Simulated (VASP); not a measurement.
Runs of VASP 6.6.1 on ZnS. The structure is that of space group P6_3/mmc (No. 194), or close to it. The cells are those of the table. 

```tsv
task	level	cell	k mesh	cutoff (eV)	gap on the mesh (eV)	pressure (GPa)	relaxed volume (Å³/atom)
single point	r2SCAN+rVV10	a = 3.944, b = 3.944, c = 5.768 Å, angles 90.0, 90.0, 120.0°, 4 atoms	12 × 12 × 6	550	1.82	0.2	-
single point	r2SCAN+rVV10	a = 3.944, b = 3.944, c = 5.768 Å, angles 90.0, 90.0, 120.0°, 4 atoms	6 × 6 × 4	550	1.82	0.2	-
relaxation of cell and atoms	r2SCAN+rVV10	relaxed from a = 3.947, b = 3.947, c = 5.676 Å, angles 90.0, 90.0, 120.0°, 4 atoms	6 × 6 × 4	550	1.82	0.0	19.47
single point	PBEsol	a = 3.947, b = 3.947, c = 5.676 Å, angles 90.0, 90.0, 120.0°, 4 atoms	6 × 6 × 4	500	1.13	0.2	-
relaxation of cell and atoms	PBEsol	relaxed from a = 3.783, b = 3.783, c = 4.729 Å, angles 90.0, 90.0, 120.0°, 4 atoms	6 × 6 × 4	500	1.09	0.0	(a)
```

Alike in all rows: potentials or basis VASP PAW PBE potentials, release 64 (Zn, S); no spin polarisation; smearing fermi-dirac 0.03 eV.

Problem. Estimate the missing entries.

Solution. (a) 19.10.

Caveats: the PAW data sets were made with another functional, which shifts forces and pressure a little; the volume moved by over 15 % at a fixed basis, so the end points are rough (at least some runs).

A k mesh can miss the band edges.
